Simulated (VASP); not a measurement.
# Si15Rh (F-43m) in VASP: single point with PBEsol+U

Aim: the single point of Si15Rh with PBEsol+U.

All numbers are computed with VASP 6.6.1; they aren't measurements. Logs are shortened: lines on timing, memory, paths and dates and some standing lists are left out, and cuts for length are marked.

## 1. The cell of the first run

Symmetry: F-43m, No. 216, cubic system. The conventional cell has a = 10.874 Å, b = 10.874 Å, c = 10.874 Å, α = 90.00°, β = 90.00°, γ = 90.00°. Rh (site symmetry -43m) has 4 Si at 2.32 Å within 3.1 Å. Si (site symmetry 2mm) has 4 Si at 2.35 to 2.37 Å within 3.1 Å. Within 3.1 Å of Si (site symmetry -43m) lie 4 Si at 2.35 Å. Within 3.1 Å of Si (site symmetry 3m) lie 1 Rh at 2.32 Å and 3 Si at 2.37 Å. Si (site symmetry 3m) has 4 Si at 2.35 Å within 3.1 Å.

## 2. Single point, PBEsol+U

Input file INCAR:

```
SYSTEM = Si15Rh
PREC = Accurate ; ENCUT = 620
EDIFF = 1E-6 ; ISMEAR = 0
SIGMA = 0.05 ; LREAL = Auto
LASPH = .True. ; NELM = 200
ALGO = Normal ; ISIF = 2
LWAVE = .False. ; LCHARG = .False.
LMAXMIX = 4 ; LDAU = .True.
LDAUTYPE = 2 ; LDAUL = 2 -1
LDAUU = 4 0 ; LDAUJ = 0 0
LDAUPRINT = 1 ; GGA = PS
NBANDS = 52 ; GGA_COMPAT = .False.
```

Input file KPOINTS:

```
regular mesh
0
Gamma
  3 3 3
  0 0 0
```

Input file POSCAR:

```
Si15Rh
1.0
    0.0000000000      5.4370000000      5.4370000000
    5.4370000000      0.0000000000      5.4370000000
    5.4370000000      5.4370000000      0.0000000000
Rh Si
1 15
Direct
    1.0000000000      1.0000000000      0.0000000000
    0.9990934051      0.9990934051      0.5009065949
    0.9990934051      0.5009065949      0.9990934051
    0.9990934051      0.5009065949      0.5009065949
    0.5009065949      0.9990934051      0.9990934051
    0.5009065949      0.9990934051      0.5009065949
    0.5009065949      0.5009065949      0.9990934051
    0.5000000000      0.5000000000      0.5000000000
    0.1232214265      0.1232214265      0.1232214265
    0.1232214265      0.1232214265      0.6303357206
    0.1232214265      0.6303357206      0.1232214265
    0.1251791258      0.6249402914      0.6249402914
    0.6303357206      0.1232214265      0.1232214265
    0.6249402914      0.1251791258      0.6249402914
    0.6249402914      0.6249402914      0.1251791258
    0.6249402914      0.6249402914      0.6249402914
```

Potentials or basis: VASP PAW PBE potentials, release 64 (Rh_sv_GW, Si).

Run with:

```
> cat potpaw_PBE.64/Rh_sv_GW/POTCAR potpaw_PBE.64/Si/POTCAR > POTCAR
> mpirun -np 1 vasp_std > vasp.out
```

OUTCAR:

```text
SYSTEM = Si15Rh
   PREC = Accurate
   ENCUT = 620
   EDIFF = 1E-6
   ISMEAR = 0
   LREAL = Auto
   LASPH = .True.
   NELM = 200
   ISIF = 2
   GGA = PS

 ion  position               nearest neighbor table
   1  0.000  0.000  0.000-  10 2.32  11 2.32  13 2.32   9 2.32
   2  0.999  0.999  0.501-  12 2.35  14 2.35   9 2.37  10 2.37
   3  0.999  0.501  0.999-  12 2.35  15 2.35   9 2.37  11 2.37
   4  0.999  0.501  0.501-  16 2.35  12 2.35  10 2.37  11 2.37
   5  0.501  0.999  0.999-  14 2.35  15 2.35   9 2.37  13 2.37
   6  0.501  0.999  0.501-  16 2.35  14 2.35  10 2.37  13 2.37
[... 8 lines left out ...]
  15  0.625  0.625  0.125-   3 2.35   5 2.35   7 2.35   8 2.35
  16  0.625  0.625  0.625-   4 2.35   6 2.35   7 2.35   8 2.35

  LATTYP: Found a face centered cubic cell.
 ALAT       =    10.8740000000

  Lattice vectors:

 A1 = (   0.0000000000,   5.4370000000,   5.4370000000)
 A2 = (   5.4370000000,   0.0000000000,   5.4370000000)
 A3 = (   5.4370000000,   5.4370000000,   0.0000000000)

Analysis of symmetry for initial positions (statically):
=====================================================================
 Subroutine PRICEL returns:
 Original cell was already a primitive cell.

 Routine SETGRP: Setting up the symmetry group for a
 face centered cubic supercell.

 Subroutine GETGRP returns: Found 24 space group operations
 (whereof 24 operations were pure point group operations)
 out of a pool of 48 trial point group operations.

The static configuration has the point symmetry T_d .

Analysis of symmetry for dynamics (positions and initial velocities):
=====================================================================
 Subroutine PRICEL returns:
 Original cell was already a primitive cell.

 Routine SETGRP: Setting up the symmetry group for a
 face centered cubic supercell.

 Subroutine GETGRP returns: Found 24 space group operations
 (whereof 24 operations were pure point group operations)
 out of a pool of 48 trial point group operations.

The dynamic configuration has the point symmetry T_d .

 Subroutine INISYM returns: Found 24 space group operations
 (whereof 24 operations are pure point group operations),
 and found     1 'primitive' translations

----------------------------------------------------------------------------------------

                                     Primitive cell

  volume of cell :     321.4460

  direct lattice vectors                    reciprocal lattice vectors
     0.000000000  5.437000000  5.437000000    -0.091962479  0.091962479  0.091962479
     5.437000000  0.000000000  5.437000000     0.091962479 -0.091962479  0.091962479
     5.437000000  5.437000000  0.000000000     0.091962479  0.091962479 -0.091962479

  length of vectors
     7.689079139  7.689079139  7.689079139     0.159283687  0.159283687  0.159283687

  position of ions in fractional coordinates (direct lattice)
     0.000000000  0.000000000  0.000000000
     0.999093405  0.999093405  0.500906595
     0.999093405  0.500906595  0.999093405
     0.999093405  0.500906595  0.500906595
     0.500906595  0.999093405  0.999093405
     0.500906595  0.999093405  0.500906595
[... 8 lines left out ...]
     0.624940291  0.624940291  0.125179126
     0.624940291  0.624940291  0.624940291

  ion indices of the primitive-cell ions
   primitive index   ion index
                 1           1
                 2           2
                 3           3
                 4           4
                 5           5
                 6           6
[... 8 lines left out ...]
                15          15
                16          16

[... 44 lines left out ...]
   ISPIN  =      1    spin polarized calculation?
   LNONCOLLINEAR =      F non collinear calculations
   LSORBIT =      F    spin-orbit coupling
   LASPH  =      T    aspherical Exc in radial PAW
   ENCUT  =  620.0 eV  45.57 Ry    6.75 a.u.  15.61 15.61 15.61*2*pi/ulx,y,z
   NELM   =    200;   NELMIN=  2; NELMDL= -5     # of ELM steps
   EDIFF  = 0.1E-05   stopping-criterion for ELM
   LREAL  =      T    real-space projection
   EDIFFG = 0.1E-04   stopping-criterion for IOM
   NSW    =      0    number of steps for IOM
   IBRION =     -1    ionic relax: 0-MD 1-quasi-New 2-CG
   NFREE  =      0    steps in history (QN), initial steepest desc. (CG)
   ISIF   =      2    stress and relaxation
   ISYM   =      2    0-nonsym 1-usesym 2-fastsym
   POTIM  = 0.5000    time-step for ionic-motion
   TEBEG  =    0.0;   TEEND  =   0.0 temperature during run
   PSTRESS=    0.0 pullay stress
   NELECT =      77.0000    total number of electrons
   NUPDOWN=      -1.0000    fix difference up-down
   EMIN   =  10.00;   EMAX   =-10.00  energy-range for DOS
   EFERMI =   0.00;   METHOD = LEGACY
   ISMEAR =     0;   SIGMA  =   0.05  broadening in eV -4-tet -1-fermi 0-gaus
   EFERMI_NEDOS =   21; number of points for ismear=-14 and -15
   IALGO  =     38    algorithm
   IMIX   =      4    mixing-type and parameters
     AMIX     =   0.40;   BMIX     =  1.00
     AMIX_MAG =   1.60;   BMIX_MAG =  1.00
  volume/ion in A,a.u.               =      20.09       135.58
  Fermi-wavevector in a.u.,A,eV,Ry     =   1.016722  1.921327 14.064676  1.033725
  Thomas-Fermi vector in A             =   2.150082
   LORBIT       =      0    0 simple, 1 ext, 2 COOP (PROOUT), +10 PAW based schemes
 LDA+U is selected, type is set to LDAUTYPE =  2
   angular momentum for each species LDAUL =     2   -1
   U (eV)           for each species LDAUU =   4.0  0.0
   J (eV)           for each species LDAUJ =   0.0  0.0
   GGA     = PS    functional components
   LHFCALC =     F    Hartree Fock is set to
   AEXX    =    0.0000 exact exchange contribution
   IVDW    =     0    specifies the selected vdW correction
   LEPSILON=     F    determine dielectric tensor
   LRPA    =     F    only Hartree local field effects (RPA)
 non-spin polarized calculation
 Gauss-broadening in eV      SIGMA  =   0.05
  energy-cutoff  :      620.00
  volume of cell :      321.45
 maximum number of plane-waves:     11261
 NGX is ok and might be reduce to    64
   NGX = 31   NGY = 31   NGZ = 31

atom =   1  type =  1  l = 2

 onsite density matrix

spin component  1

  0.6435  0.0000 -0.0000 -0.0000  0.0000
  0.0000  0.6435  0.0000  0.0000 -0.0000
 -0.0000  0.0000  0.7508  0.0000 -0.0000
 -0.0000  0.0000  0.0000  0.6435  0.0000
  0.0000 -0.0000 -0.0000  0.0000  0.7508

spin component  2

  0.6435  0.0000 -0.0000 -0.0000  0.0000
  0.0000  0.6435  0.0000  0.0000 -0.0000
 -0.0000  0.0000  0.7508  0.0000 -0.0000
 -0.0000  0.0000  0.0000  0.6435  0.0000
  0.0000 -0.0000 -0.0000  0.0000  0.7508

 occupancies and eigenvectors

  o =  0.6435  v =  0.0000  0.4818 -0.0000 -0.8763 -0.0000  0.0000  0.0000  0.0000  0.0000  0.0000      0.0000  0.0000  0.0000  0.0000  0.0000  0.0000  0.0000  0.0000  0.0000  0.0000
  o =  0.6435  v =  0.0000  0.8763 -0.0000  0.4818  0.0000  0.0000  0.0000  0.0000  0.0000  0.0000      0.0000  0.0000  0.0000  0.0000  0.0000  0.0000  0.0000  0.0000  0.0000  0.0000
  o =  0.6435  v =  0.0000  0.0000  0.0000  0.0000  0.0000  0.0000  0.4818 -0.0000 -0.8763 -0.0000      0.0000  0.0000  0.0000  0.0000  0.0000  0.0000  0.0000  0.0000  0.0000  0.0000
  o =  0.6435  v =  0.0000  0.0000  0.0000  0.0000  0.0000  0.0000  0.8763 -0.0000  0.4818  0.0000      0.0000  0.0000  0.0000  0.0000  0.0000  0.0000  0.0000  0.0000  0.0000  0.0000
  o =  0.6435  v =  0.0000  0.0000  0.0000  0.0000  0.0000  1.0000  0.0000  0.0000  0.0000  0.0000      0.0000  0.0000  0.0000  0.0000  0.0000  0.0000  0.0000  0.0000  0.0000  0.0000
  o =  0.6435  v =  1.0000  0.0000  0.0000  0.0000  0.0000  0.0000  0.0000  0.0000  0.0000  0.0000      0.0000  0.0000  0.0000  0.0000  0.0000  0.0000  0.0000  0.0000  0.0000  0.0000
  o =  0.7508  v =  0.0000  0.0000  0.0000  0.0000  0.0000  0.0000 -0.0000 -1.0000 -0.0000  0.0009      0.0000  0.0000  0.0000  0.0000  0.0000  0.0000  0.0000  0.0000  0.0000  0.0000
  o =  0.7508  v =  0.0000 -0.0000 -1.0000 -0.0000  0.0009  0.0000  0.0000  0.0000  0.0000  0.0000      0.0000  0.0000  0.0000  0.0000  0.0000  0.0000  0.0000  0.0000  0.0000  0.0000
  o =  0.7508  v =  0.0000  0.0000  0.0000  0.0000  0.0000  0.0000 -0.0000  0.0009 -0.0000  1.0000      0.0000  0.0000  0.0000  0.0000  0.0000  0.0000  0.0000  0.0000  0.0000  0.0000
  o =  0.7508  v =  0.0000 -0.0000  0.0009 -0.0000  1.0000  0.0000  0.0000  0.0000  0.0000  0.0000      0.0000  0.0000  0.0000  0.0000  0.0000  0.0000  0.0000  0.0000  0.0000  0.0000

 number of electron      76.9999995 magnetization

 Free energy of the ion-electron system (eV)
  ---------------------------------------------------
  ext. energy  EPLUGINS =         0.00000000
  ---------------------------------------------------
  free energy    TOTEN  =       -88.51356253 eV

  energy without entropy =      -88.49537913  energy(sigma->0) =      -88.50447083

 E-fermi :   5.6809     XC(G=0):  -9.6746

 val. band max:        5.6524357194   @ k =  -0.3333   0.3333   0.0000
 cond. band min:       5.6818037894   @ k =   0.3333   0.0000   0.0000
 fundamental gap:      0.0293680700
 Fermi energy:         5.6808941254

 k-point     1 :       0.0000    0.0000    0.0000
  band No.  band energies     occupation
      1     -71.9261      2.00000
      2     -39.9231      2.00000
      3     -39.9231      2.00000
      4     -39.9231      2.00000
      5      -6.0697      2.00000
      6      -3.8860      2.00000
[... 201 lines left out ...]
     49       9.2820      0.00000
     50       9.3487      0.00000
 [bands above 50 left out]

------------------------ aborting loop because EDIFF is reached ----------------------------------------

  FORCE on cell =-STRESS in cart. coord.  units (eV):
  Direction    XX          YY          ZZ          XY          YZ          ZX
  --------------------------------------------------------------------------------------
  -------------------------------------------------------------------------------------
  Total       -2.3707133     -2.3707133     -2.3707133      0.0000000      0.0000000     -0.0000000
  in kB      -11.8163031    -11.8163031    -11.8163031      0.0000000      0.0000000     -0.0000000
  external PRESSURE =     -11.8163031 kB  Pullay stress =       0.0000000 kB

 VOLUME and BASIS-vectors are now :
 -----------------------------------------------------------------------------
  energy-cutoff  :      620.00
  volume of cell :      321.45
      direct lattice vectors                 reciprocal lattice vectors
     0.000000000  5.437000000  5.437000000    -0.091962479  0.091962479  0.091962479
     5.437000000  0.000000000  5.437000000     0.091962479 -0.091962479  0.091962479
     5.437000000  5.437000000  0.000000000     0.091962479  0.091962479 -0.091962479

 POSITION                                       TOTAL-FORCE (eV/Angst)
 -----------------------------------------------------------------------------------
      0.00000      0.00000      0.00000        -0.000000      0.000000     -0.000000
      8.15550      8.15550     10.86414        -0.000000      0.000000     -0.003150
      8.15550     10.86414      8.15550        -0.000000     -0.003150      0.000000
      5.44686      8.15550      8.15550         0.003150      0.000000      0.000000
     10.86414      8.15550      8.15550        -0.003150      0.000000      0.000000
      8.15550      5.44686      8.15550        -0.000000      0.003150      0.000000
[... 8 lines left out ...]
      4.07840      4.07840      6.79560        -0.000200     -0.000200      0.000200
      6.79560      6.79560      6.79560         0.000200      0.000200      0.000200
 -----------------------------------------------------------------------------------
    total drift:                                0.000000      0.000000      0.000000

  FREE ENERGIE OF THE ION-ELECTRON SYSTEM (eV)
  ---------------------------------------------------
  free  energy   TOTEN  =       -88.5135625292 eV

  energy  without entropy=      -88.4953791337  energy(sigma->0) =      -88.50447083
```

Run time: 3.6 min. Hardware: 1 thread of AMD EPYC 7R43 (Zen 3), shared host; peak memory 0.52 GiB.

Results:

* Free energy: -88.5136 eV
* Pressure: -1.2 GPa
* Largest force: 0.100 eV/Å
* Band gap on the k mesh: zero (an odd number of electrons rules out a gap without spin polarisation)

Forces in eV/Å, atoms in the order of the input:
```
Rh   0.000  0.000  0.000
Si   0.000  0.000 -0.003
Si   0.000 -0.003  0.000
Si   0.003  0.000  0.000
Si  -0.003  0.000  0.000
Si   0.000  0.003  0.000
Si   0.000  0.000  0.003
Si   0.000  0.000  0.000
Si  -0.058 -0.058 -0.058
Si   0.058  0.058 -0.058
Si   0.058 -0.058  0.058
Si   0.000  0.000  0.000
Si  -0.058  0.058  0.058
Si   0.000  0.000  0.000
Si   0.000  0.000  0.000
Si   0.000  0.000  0.000
```

Eigenvalues of the final occupation matrices:
```csv
site,spin,trace,eigenvalues
site 1 d,1,3.43,0.64 0.64 0.64 0.75 0.75
site 1 d,2,3.43,0.64 0.64 0.64 0.75 0.75
```

Caveat: the PAW data sets were made with another functional, which shifts forces and pressure a little; an odd number of electrons without spin polarisation forces a metal; a magnetic or distorted state may lie lower; U without spin polarisation on a metal has little footing; the U is typed as a test and isn't derived for this compound.

The gap in the log of VASP goes by the Fermi energy; the results here count the filled bands.